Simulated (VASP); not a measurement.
# Bi4C (P4/mmm) in VASP: notebook

The runs below take Bi4C through relaxation of cell and atoms, single point, with PBE.

Everything below comes from runs of VASP 6.6.1. Logs are shortened: lines on timing, memory, paths and dates and some standing lists are left out, and cuts for length are marked.

### Step 1. The cell of the first run

It takes space group P4/mmm (No. 123, tetragonal). Conventional cell: a = 4.597 Å, b = 4.597 Å, c = 7.625 Å, α = 90.00°, β = 90.00°, γ = 90.00°. Bi (site symmetry 4/mmm) has 12 Bi at 3.51 to 4.60 Å and 2 C at 3.81 Å within 4.6 Å. Within 3.3 Å of Bi (site symmetry 4mm) lie 2 Bi at 2.50 to 2.63 Å. Bi (site symmetry 4/mmm) has 2 Bi at 2.50 Å and 4 C at 3.25 Å within 3.3 Å. C (site symmetry 4/mmm) has 14 Bi at 3.25 to 4.10 Å within 4.3 Å.

The cell was generated, and may not be a known phase.

### Step 2. Relaxation of cell and atoms, PBE

INCAR reads:

```
SYSTEM = Bi4C
PREC = Accurate ; ENCUT = 600
EDIFF = 1E-6 ; ISMEAR = 0
SIGMA = 0.1 ; LREAL = .FALSE.
LASPH = .TRUE. ; NELM = 60
ALGO = Normal ; ISIF = 3
LWAVE = .FALSE. ; LCHARG = .FALSE.
GGA = PE ; IBRION = 2
NSW = 90 ; EDIFFG = -0.04
```

KPOINTS reads:

```
Automatic mesh
0
G
  4 4 2
  0 0 0
```

POSCAR reads:

```
Bi4C
1.0
    4.5974041000      0.0000000000      0.0000000000
    0.0000000000      4.5974041000      0.0000000000
    0.0000000000      0.0000000000      7.6248542800
Bi C
4 1
Direct
    0.5000000000      0.5000000000      0.0000000000
    0.0000000000      0.0000000000      0.8277948100
    0.0000000000      0.0000000000      0.1722051900
    0.0000000000      0.0000000000      0.5000000000
    0.5000000000      0.5000000000      0.5000000000
```

Potentials or basis: VASP PAW PBE potentials, release 64 (Bi_d, C).

Started as:

```console
$ cat potpaw_PBE.64/Bi_d/POTCAR potpaw_PBE.64/C/POTCAR > POTCAR
$ mpirun -np 1 vasp_std > vasp.out
```

OUTCAR:

```text
SYSTEM = Bi4C
   PREC = Accurate
   ENCUT = 600
   EDIFF = 1E-6
   ISMEAR = 0
   LREAL = .FALSE.
   LASPH = .TRUE.
   NELM = 60
   ISIF = 3
   GGA = PE
   IBRION = 2
   NSW = 90
   EDIFFG = -0.04

 ion  position               nearest neighbor table
   1  0.500  0.500  0.000-   2 3.51   3 3.51   2 3.51   3 3.51   2 3.51   3 3.51   2 3.51   3 3.51

   2  0.000  0.000  0.828-   4 2.50   3 2.63   1 3.51   1 3.51   1 3.51   1 3.51
   3  0.000  0.000  0.172-   4 2.50   2 2.63   1 3.51   1 3.51   1 3.51   1 3.51
   4  0.000  0.000  0.500-   2 2.50   3 2.50
   5  0.500  0.500  0.500-

  LATTYP: Found a simple tetragonal cell.
 ALAT       =     4.5974041000
 C/A-ratio  =     1.6585129595

  Lattice vectors:

 A1 = (   4.5974041000,   0.0000000000,   0.0000000000)
 A2 = (   0.0000000000,   4.5974041000,   0.0000000000)
 A3 = (   0.0000000000,   0.0000000000,   7.6248542800)

Analysis of symmetry for initial positions (statically):
=====================================================================
 Subroutine PRICEL returns:
 Original cell was already a primitive cell.

 Routine SETGRP: Setting up the symmetry group for a
 simple tetragonal supercell.

 Subroutine GETGRP returns: Found 16 space group operations
 (whereof 16 operations were pure point group operations)
 out of a pool of 16 trial point group operations.

The static configuration has the point symmetry D_4h.

Analysis of symmetry for dynamics (positions and initial velocities):
=====================================================================
 Subroutine PRICEL returns:
 Original cell was already a primitive cell.

 Routine SETGRP: Setting up the symmetry group for a
 simple tetragonal supercell.

 Subroutine GETGRP returns: Found 16 space group operations
 (whereof 16 operations were pure point group operations)
 out of a pool of 16 trial point group operations.

The dynamic configuration has the point symmetry D_4h.

 Subroutine INISYM returns: Found 16 space group operations
 (whereof 16 operations are pure point group operations),
 and found     1 'primitive' translations

----------------------------------------------------------------------------------------

                                     Primitive cell

  volume of cell :     161.1599

  direct lattice vectors                    reciprocal lattice vectors
     4.597404100  0.000000000  0.000000000     0.217514053  0.000000000  0.000000000
     0.000000000  4.597404100  0.000000000     0.000000000  0.217514053  0.000000000
     0.000000000  0.000000000  7.624854280     0.000000000  0.000000000  0.131150047

  length of vectors
     4.597404100  4.597404100  7.624854280     0.217514053  0.217514053  0.131150047

  position of ions in fractional coordinates (direct lattice)
     0.500000000  0.500000000  0.000000000
     0.000000000  0.000000000  0.827794810
     0.000000000  0.000000000  0.172205190
     0.000000000  0.000000000  0.500000000
     0.500000000  0.500000000  0.500000000

  ion indices of the primitive-cell ions
   primitive index   ion index
                 1           1
                 2           2
                 3           3
                 4           4
                 5           5

----------------------------------------------------------------------------------------

 KPOINTS: Automatic mesh

Automatic generation of k-mesh.
 Grid dimensions read from file:
 generate k-points for:    4    4    2

 Generating k-lattice:

  Cartesian coordinates                     Fractional coordinates (reciprocal lattice)
     0.054378513  0.000000000  0.000000000     0.250000000  0.000000000  0.000000000
     0.000000000  0.054378513  0.000000000     0.000000000  0.250000000  0.000000000
     0.000000000  0.000000000  0.065575024     0.000000000  0.000000000  0.500000000

  Length of vectors
     0.054378513  0.054378513  0.065575024

  Shift w.r.t. Gamma in fractional coordinates (k-lattice)
     0.000000000  0.000000000  0.000000000

 Subroutine IBZKPT returns following result:
 ===========================================

 Found     12 irreducible k-points:

 Following reciprocal coordinates:
            Coordinates               Weight
  0.000000  0.000000  0.000000      1.000000
  0.250000  0.000000  0.000000      4.000000
  0.500000  0.000000  0.000000      2.000000
  0.250000  0.250000  0.000000      4.000000
  0.500000  0.250000  0.000000      4.000000
  0.500000  0.500000  0.000000      1.000000
  0.000000  0.000000  0.500000      1.000000
  0.250000  0.000000  0.500000      4.000000
  0.500000  0.000000  0.500000      2.000000
  0.250000  0.250000  0.500000      4.000000
  0.500000  0.250000  0.500000      4.000000
  0.500000  0.500000  0.500000      1.000000
   k-points           NKPTS =     12   k-points in BZ     NKDIM =     12   number of bands    NBANDS=     38
   number of dos      NEDOS =    301   number of ions     NIONS =      5
   total plane-waves  NPLWV = 102400
   dimension x,y,z NGX =    40 NGY =   40 NGZ =   64
   dimension x,y,z NGXF=    80 NGYF=   80 NGZF=  128
   ions per type =               4   1
   NGX,Y,Z   is equivalent  to a cutoff of  14.46, 14.46, 13.95 a.u.
   NGXF,Y,Z  is equivalent  to a cutoff of  28.93, 28.93, 27.91 a.u.
 SYSTEM =  Bi4C
   PREC   = accura    normal or accurate (medium, high low for compatibility)
   ISTART =      0    job   : 0-new  1-cont  2-samecut
   ICHARG =      2    charge: 1-file 2-atom 10-const
   ISPIN  =      1    spin polarized calculation?
   LNONCOLLINEAR =      F non collinear calculations
   LSORBIT =      F    spin-orbit coupling
   LASPH  =      T    aspherical Exc in radial PAW
   ENCUT  =  600.0 eV  44.10 Ry    6.64 a.u.   9.18  9.18 15.23*2*pi/ulx,y,z
   NELM   =     60;   NELMIN=  2; NELMDL= -5     # of ELM steps
   EDIFF  = 0.1E-05   stopping-criterion for ELM
   LREAL  =      F    real-space projection
   EDIFFG = -.4E-01   stopping-criterion for IOM
   NSW    =     90    number of steps for IOM
   IBRION =      2    ionic relax: 0-MD 1-quasi-New 2-CG
   NFREE  =      1    steps in history (QN), initial steepest desc. (CG)
   ISIF   =      3    stress and relaxation
   ISYM   =      2    0-nonsym 1-usesym 2-fastsym
   POTIM  = 0.5000    time-step for ionic-motion
   TEBEG  =    0.0;   TEEND  =   0.0 temperature during run
   PSTRESS=    0.0 pullay stress
   NELECT =      64.0000    total number of electrons
   NUPDOWN=      -1.0000    fix difference up-down
   EMIN   =  10.00;   EMAX   =-10.00  energy-range for DOS
   EFERMI =   0.00;   METHOD = LEGACY
   ISMEAR =     0;   SIGMA  =   0.10  broadening in eV -4-tet -1-fermi 0-gaus
   EFERMI_NEDOS =   21; number of points for ismear=-14 and -15
   IALGO  =     38    algorithm
   IMIX   =      4    mixing-type and parameters
     AMIX     =   0.40;   BMIX     =  1.00
     AMIX_MAG =   1.60;   BMIX_MAG =  1.00
  volume/ion in A,a.u.               =      32.23       217.51
  Fermi-wavevector in a.u.,A,eV,Ry     =   1.203324  2.273952 19.701076  1.447988
  Thomas-Fermi vector in A             =   2.339080
   LORBIT       =      0    0 simple, 1 ext, 2 COOP (PROOUT), +10 PAW based schemes
   GGA     = PE    functional components
   LHFCALC =     F    Hartree Fock is set to
   AEXX    =    0.0000 exact exchange contribution
   IVDW    =     0    specifies the selected vdW correction
   LEPSILON=     F    determine dielectric tensor
   LRPA    =     F    only Hartree local field effects (RPA)
 conjugate gradient relaxation of ions
 non-spin polarized calculation
 Gauss-broadening in eV      SIGMA  =   0.10
  energy-cutoff  :      600.00
  volume of cell :      161.16
 maximum number of plane-waves:      5410
 NGX is ok and might be reduce to    40
   NGX = 19   NGY = 19   NGZ = 31

--------------------------------------- Ionic step        1  -------------------------------------------

 number of electron      64.0000005 magnetization

 Free energy of the ion-electron system (eV)
  ---------------------------------------------------
  ext. energy  EPLUGINS =         0.00000000
  ---------------------------------------------------
  free energy    TOTEN  =       -12.72746331 eV

  energy without entropy =      -12.67962244  energy(sigma->0) =      -12.70354287

------------------------ aborting loop because EDIFF is reached ----------------------------------------

  FORCE on cell =-STRESS in cart. coord.  units (eV):
  Direction    XX          YY          ZZ          XY          YZ          ZX
  --------------------------------------------------------------------------------------
  -------------------------------------------------------------------------------------
  Total       -7.3985448     -7.3985448     47.7784418      0.0000000      0.0000000      0.0000000
  in kB      -73.5529314    -73.5529314    474.9913036      0.0000000      0.0000000      0.0000000
  external PRESSURE =     109.2951469 kB  Pullay stress =       0.0000000 kB
[... 63 lines left out ...]
  energy  without entropy=      -17.4300124256  energy(sigma->0) =      -17.45142408

--------------------------------------- Ionic step        3  -------------------------------------------

 number of electron      63.9999985 magnetization

 E-fermi :   3.9258     XC(G=0):  -8.6531

 val. band max:        3.8721789615   @ k =   0.5000   0.0000   0.5000
 cond. band min:       3.9644012612   @ k =   0.5000   0.0000   0.0000
 fundamental gap:      0.0922222996
 Fermi energy:         3.9257810369

 k-point     1 :       0.0000    0.0000    0.0000
  band No.  band energies     occupation
      1     -19.0164      2.00000
      2     -19.0152      2.00000
      3     -19.0038      2.00000
      4     -18.9568      2.00000
      5     -18.9568      2.00000
      6     -18.9410      2.00000
[... 513 lines left out ...]
  FREE ENERGIE OF THE ION-ELECTRON SYSTEM (eV)
  ---------------------------------------------------
  free  energy   TOTEN  =       -17.7613976071 eV

  energy  without entropy=      -17.7321081440  energy(sigma->0) =      -17.74675288

[... ionic steps 4 to 9 ...]

--------------------------------------- Ionic step       10  -------------------------------------------

 number of electron      64.0000002 magnetization

------------------------ aborting loop because EDIFF is reached ----------------------------------------

  FORCE on cell =-STRESS in cart. coord.  units (eV):
  Direction    XX          YY          ZZ          XY          YZ          ZX
  --------------------------------------------------------------------------------------
  -------------------------------------------------------------------------------------
  Total        0.9052158      0.9052158     -0.1248553      0.0000000     -0.0000000      0.0000000
  in kB       10.1360719     10.1360719     -1.3980563      0.0000000     -0.0000000      0.0000000
  external PRESSURE =       6.2913625 kB  Pullay stress =       0.0000000 kB
[... 63 lines left out ...]
  energy  without entropy=      -19.2023889486  energy(sigma->0) =      -19.21593669

--------------------------------------- Ionic step       12  -------------------------------------------

 number of electron      63.9999995 magnetization

 Free energy of the ion-electron system (eV)
  ---------------------------------------------------
  ext. energy  EPLUGINS =         0.00000000
  ---------------------------------------------------
  free energy    TOTEN  =       -19.23730443 eV

  energy without entropy =      -19.21161761  energy(sigma->0) =      -19.22446102

 E-fermi :   6.6175     XC(G=0):  -9.8504

 val. band max:        6.6080582095   @ k =   0.5000   0.0000   0.5000
 cond. band min:       6.6284813640   @ k =   0.2500   0.2500   0.5000
 fundamental gap:      0.0204231546
 Fermi energy:         6.6175048125

 k-point     1 :       0.0000    0.0000    0.0000
  band No.  band energies     occupation
      1     -16.5319      2.00000
      2     -16.4489      2.00000
      3     -16.4270      2.00000
      4     -16.4270      2.00000
      5     -16.4084      2.00000
      6     -16.3815      2.00000
[... 513 lines left out ...]
  FREE ENERGIE OF THE ION-ELECTRON SYSTEM (eV)
  ---------------------------------------------------
  free  energy   TOTEN  =       -19.2373044284 eV

  energy  without entropy=      -19.2116176078  energy(sigma->0) =      -19.22446102

 reached required accuracy - stopping structural energy minimisation
```

Run time: 19 min. Hardware: 1 thread of Oxide Virtual Turin-like, shared host; peak memory 0.31 GiB.

What came out:

```
Free energy                           : -19.2373 eV
Relaxed volume                        : 28.88 Å³/atom
Relaxed cell                          : a = 3.793 Å, b = 3.793 Å, c = 10.040 Å, α = 90.00°, β = 90.00°, γ = 90.00°
Space group after relaxing (to 0.1 Å) : P4/mmm (No. 123)
Energy gained by relaxing             : 1302.0 meV/atom
Ionic steps                           : 12
Pressure after relaxing               : 0.1 GPa
Largest force after relaxing          : 0.009 eV/Å
Band gap on the k mesh                : zero (bands 32 and 33 overlap by 2.14 eV)
```

Forces on the atoms (eV/Å):
```
Bi   0.000  0.000  0.000
Bi   0.000  0.000  0.009
Bi   0.000  0.000 -0.009
Bi   0.000  0.000  0.000
C    0.000  0.000  0.000
```

Stress tensor (GPa, compression positive):
```
 0.17  0.00  0.00
 0.00  0.17  0.00
 0.00  0.00 -0.19
```

Step by step:
```csv
step,energy change (eV),largest force (eV/Å),pressure (GPa),volume (Å³)
1,0.0000,0.8558,10.93,161.16
2,-4.7454,0.6755,-7.53,203.04
3,-5.0339,0.1939,-6.10,188.00
4,-6.2612,0.5573,-1.95,157.46
5,-6.3396,0.8079,0.00,150.83
6,-6.3424,0.8774,0.48,149.39
7,-6.4163,0.6268,-0.09,149.14
8,-6.4848,0.2033,-0.87,148.47
9,-6.4857,0.1500,-0.93,148.38
10,-6.5004,0.0931,0.63,143.08
11,-6.5020,0.1135,0.25,144.30
12,-6.5098,0.0093,0.05,144.41
```

Final structure:
```
CELL_PARAMETERS angstrom
3.79259 0.00000 0.00000
0.00000 3.79259 0.00000
0.00000 0.00000 10.03957
ATOMIC_POSITIONS crystal
Bi 0.50000 0.50000 0.00000
Bi 0.00000 0.00000 0.81572
Bi 0.00000 0.00000 0.18428
Bi 0.00000 0.00000 0.50000
C 0.50000 0.50000 0.50000
```

Caveat: the k points lie up to 0.41 Å⁻¹ apart in the final cell, too coarse for converged energies and pressures of a metal; a cell axis changed by over 15 % at a fixed basis, so the end point is rough; spin-orbit coupling is left out, which moves the levels of the heavy elements.

### Step 3. Single point, PBE

This run uses another cell than the first one, of 28.21 Å³/atom.

INCAR reads:

```
SYSTEM = Bi4C
PREC = Accurate
ENCUT = 520
EDIFF = 1E-7
ISMEAR = 0
SIGMA = 0.1
LREAL = .False.
LASPH = .True.
NELM = 60
ALGO = Fast
ISIF = 2
LWAVE = .False.
LCHARG = .False.
GGA = PE
NBANDS = 40
```

KPOINTS reads:

```
Automatic mesh
0
Gamma
  10 10 4
  0 0 0
```

POSCAR reads:

```
Bi4C
1.0
    3.4140858865      0.0000000000      0.0000000000
    0.0000000000      3.4140858865      0.0000000000
    0.0000000000      0.0000000000     12.1019671671
Bi C
4 1
Direct
    0.5000000000      0.5000000000      0.0000000000
    0.0000000000      0.0000000000      0.7793369782
    0.0000000000      0.0000000000      0.2206630218
    0.0000000000      0.0000000000      0.5000000000
    0.5000000000      0.5000000000      0.5000000000
```

Potentials or basis: VASP PAW PBE potentials, release 64 (Bi_d, C).

Started as:

```console
$ cat potpaw_PBE.64/Bi_d/POTCAR potpaw_PBE.64/C/POTCAR > POTCAR
$ mpirun -np 1 vasp_std > vasp.out
```

Run time: 11 min. Hardware: 1 thread of Oxide Virtual Turin-like, shared host; peak memory 0.39 GiB.

The run converged. Its results:

```yaml
Free_energy: -20.0273 eV
Pressure: 0.0 GPa
Band_gap_on_the_k_mesh: zero (bands 32 and 33 overlap by 3.03 eV)
```

Forces on the atoms (eV/Å):
```
Bi   0.000  0.000  0.000
Bi   0.000  0.000 -0.003
Bi   0.000  0.000  0.003
Bi   0.000  0.000  0.000
C    0.000  0.000  0.000
```

Levels at points of the mesh, in eV from the Fermi level:
| k point | band 29 | band 30 | band 31 | band 32 | band 33 | band 34 |
| --- | --- | --- | --- | --- | --- | --- |
| (0.00, 0.00, 0.00) | -2.20 | -1.04 | 1.66 | 1.66 | 2.33 | 2.95 |
| (0.50, 0.00, 0.00) | -2.38 | -0.93 | 0.25 | 0.88 | 1.07 | 1.84 |
| (0.50, 0.50, 0.00) | -3.71 | -2.43 | -2.43 | -0.96 | -0.96 | -0.83 |
| (0.00, 0.00, 0.50) | -2.20 | 0.08 | 1.65 | 1.65 | 2.05 | 2.97 |
| (0.50, 0.00, 0.50) | -1.34 | -0.79 | -0.51 | 0.25 | 0.34 | 2.63 |
| (0.50, 0.50, 0.50) | -3.74 | -2.36 | -2.36 | -1.12 | -1.02 | -1.02 |

Caveat: spin-orbit coupling is left out, which moves the levels of the heavy elements.

The gap in the log of VASP goes by the Fermi energy; the results here count the filled bands.